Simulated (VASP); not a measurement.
Input of a VASP 6.6.1 run:

The input POSCAR:

```
KF
1.0
    0.0000000000      2.6333975000      2.6735000000
    2.6333975000      0.0000000000      2.6735000000
    2.6333975000      2.6333975000      0.0000000000
K F
1 1
Direct
    0.0000000000      0.0000000000      0.0000000000
    0.5000000000      0.5000000000      0.5000000000
```

INCAR.step1

```
ALGO = Normal
EDIFF = 1E-4
ENCUT = 520
GGA = PE
ISMEAR = 0
LASPH = T
LCHARG = F
LREAL = F
LWAVE = T
NBANDS = 15
NELM = 100
PREC = Accurate
SIGMA = 0.05
```

Contents of INCAR.step2:

```
ALGO = Normal
EDIFF = 1E-6
ENCUT = 520
ISIF = 2
ISMEAR = 0
ISTART = 1
LASPH = T
LCHARG = F
LMIXTAU = T
LREAL = F
LWAVE = F
METAGGA = R2SCAN
NBANDS = 15
NELM = 100
PREC = Accurate
SIGMA = 0.05
```

Contents of KPOINTS:

```
k-points
0
Gamma
  8 8 8
```

Potentials or basis: VASP PAW PBE potentials, release 64 (K_sv, F).

The run is started by

```sh
$ cat potpaw_PBE.64/K_sv/POTCAR potpaw_PBE.64/F/POTCAR > POTCAR
$ cp INCAR.step1 INCAR
$ mpirun -np 1 vasp_std > vasp.out
$ cp INCAR.step2 INCAR
$ mpirun -np 1 vasp_std > vasp.out
```

Problem. Predict the band gap on the k mesh.

Solution. 6.97 eV.

Problem. Predict the pressure.

Solution. 0.5 GPa.

Stress tensor (GPa, compression positive):
```
 0.85  0.00  0.00
 0.00  0.85  0.00
 0.00  0.00 -0.18
```

Caveat: the cell differs from its parent crystal (strain -0.0150 x Voigt [1, 1, 0, 0, 0, 0]); the PAW data sets were made with another functional, which shifts forces and pressure a little. A k mesh can miss the band edges.
